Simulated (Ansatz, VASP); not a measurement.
**Two plane-wave programs on NaCl**

```xyz
2
Lattice="0.0000 2.7322 2.7322 2.7322 0.0000 2.7322 2.7322 2.7322 0.0000" Properties=species:S:1:pos:R:3 pbc="T T T"
Na    0.0000    0.0000    0.0000
Cl    2.7322    2.7322    2.7322
```

Alike in both runs: functional LDA; k mesh 8 × 8 × 8; occupations fermi-dirac, width 0.02 eV; no spin polarisation.

Ansatz relaxed the structure, and its values are those at the end. VASP's run is a single point on that final structure, the one shown.

```csv
,VASP,Ansatz
version,VASP 6.6.1,Ansatz 0.2.0
potentials or method,"VASP PAW LDA potentials, release 64 (Na_pv, Cl), cutoff 520 eV",PAW plane waves
valence electrons in the cell,14,16
```

|  | VASP | Ansatz | Ansatz less VASP |
| --- | --- | --- | --- |
| gap on the k mesh at the Fermi level (eV) | 5.08 | 5.08 | -0.004 |
| pressure (GPa) | 0.0 | 0.0 | 0.00 |

Ansatz warns that its potentials were made for another functional, while VASP's fit it. LDA's correlation is that of Perdew and Zunger in VASP and of Perdew and Wang (1992) in Ansatz. VASP's potentials hold 14 valence electrons a cell and Ansatz's 16, so a difference there can come from the potentials and not from the codes.
